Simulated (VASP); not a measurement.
B:

```
B
1.0
    -1.40625    1.40625    1.40625
     1.40625   -1.40625    1.40625
     1.40625    1.40625   -1.40625
B
1
Cartesian
  0.0000 0.0000 0.0000
```

* Program: VASP 6.6.1
* Task: relaxation of cell and atoms
* Functional: PBE
* Potentials or basis: VASP PAW PBE potentials, release 64 (B)
* Cutoff: 600 eV
* k mesh: 18 × 18 × 18
* Occupations: fermi-dirac, width 0.08 eV
* Spin: no spin polarisation

At the start: pressure -36.0 GPa; volume 11.12 Å³/atom.

Task: How do energy, volume and symmetry change on relaxing?

Result: Over 20 steps the energy falls by 950.5 meV/atom and the volume is 6.14 Å³/atom (-44.8 %); space group Im-3m (No. 229, to 0.05 Å).

Step by step:
```tsv
step	energy change (eV)	largest force (eV/Å)	pressure (GPa)	volume (Å³)
1	0.0000	0.0000	-36.02	11.12
2	-0.7940	0.0000	-29.19	7.56
3	-0.9464	0.0000	-6.58	6.33
4	-0.9498	0.0000	2.87	6.07
5	-0.9505	0.0000	-0.32	6.15
6	-0.9505	0.0000	-0.32	6.15
7	-0.9505	0.0000	-0.31	6.15
8	-0.9505	0.0000	-0.31	6.15
9	-0.9505	0.0000	-0.31	6.15
10	-0.9505	0.0000	-0.31	6.15
11	-0.9505	0.0000	-0.31	6.15
12	-0.9505	0.0000	-0.31	6.15
13	-0.9505	0.0000	-0.31	6.15
14	-0.9505	0.0000	-0.31	6.15
15	-0.9505	0.0000	-0.30	6.15
16	-0.9505	0.0000	-0.29	6.15
17	-0.9505	0.0000	-0.28	6.15
18	-0.9505	0.0000	-0.25	6.15
19	-0.9505	0.0000	-0.18	6.15
20	-0.9505	0.0000	-0.05	6.14
```

Final structure:
```
B
1.0
    -1.15371    1.15371    1.15371
     1.15371   -1.15371    1.15371
     1.15371    1.15371   -1.15371
B
1
Direct
  0.00000 0.00000 0.00000
```

Caveat: the volume moved by over 15 % at a fixed basis, so the end points are rough.
